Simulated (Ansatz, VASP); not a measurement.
# CsI: VASP beside Ansatz

```
CELL_PARAMETERS angstrom
4.37970 0.00000 0.00000
0.00000 4.37970 0.00000
0.00000 0.00000 4.37970
ATOMIC_POSITIONS crystal
Cs 0.00000 0.00000 0.00000
I 0.50000 0.50000 0.50000
```

Alike in both runs: task single point; functional LDA; k mesh 6 × 6 × 6; no spin polarisation.

```csv
,VASP,Ansatz
version,VASP 6.6.1,Ansatz 0.2.0
potentials or method,"VASP PAW LDA potentials, release 64 (Cs_sv, I), cutoff 500 eV","all-electron LAPW, scalar-relativistic"
occupations,"gaussian, width 0.01 eV",fixed
```

VASP gave:

```
gap on the k mesh at the Fermi level (eV) : 3.74
pressure (GPa)                            : 0.3
```

Task: Which values does Ansatz return?

Result: gap on the k mesh at the Fermi level (eV): 3.77; pressure (GPa): 0.3.

LDA's correlation is that of Perdew and Zunger in VASP and of Perdew and Wang (1992) in Ansatz. Ansatz ran all-electron here, and VASP with PAW potentials.

Neither program's run includes spin-orbit coupling.
